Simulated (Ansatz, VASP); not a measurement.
AlRu: VASP beside Ansatz

```xyz
2
Lattice="2.9636 0.0000 0.0000 0.0000 2.9636 0.0000 0.0000 0.0000 2.9636" Properties=species:S:1:pos:R:3 pbc="T T T"
Al    0.0000    0.0000    0.0000
Ru    1.4818    1.4818    1.4818
```

Alike in both runs: task single point; functional PBEsol; k mesh 6 × 6 × 6; occupations gaussian, width 0.1 eV; no spin polarisation.

|  | VASP | Ansatz |
| --- | --- | --- |
| version | VASP 6.6.1 | Ansatz 0.2.0 |
| potentials or method | VASP PAW PBE potentials, release 64 (Al, Ru_pv), cutoff 500 eV | scalar-relativistic, plane waves, PAW |
| valence electrons in the cell | 17 | 19 |

VASP gave:

```
gap on the k mesh at the Fermi level (eV) : none
pressure (GPa)                            : 2.9
```

**Question.** Which values does Ansatz return?

**Answer.** gap on the k mesh at the Fermi level (eV): none; pressure (GPa): 2.8.

VASP's potentials were made for PBE, not for PBEsol. A gap of «none» marks a metal or a gap that the smearing closes. VASP's potentials hold 17 valence electrons a cell and Ansatz's 19, so a difference there can come from the potentials and not from the codes.
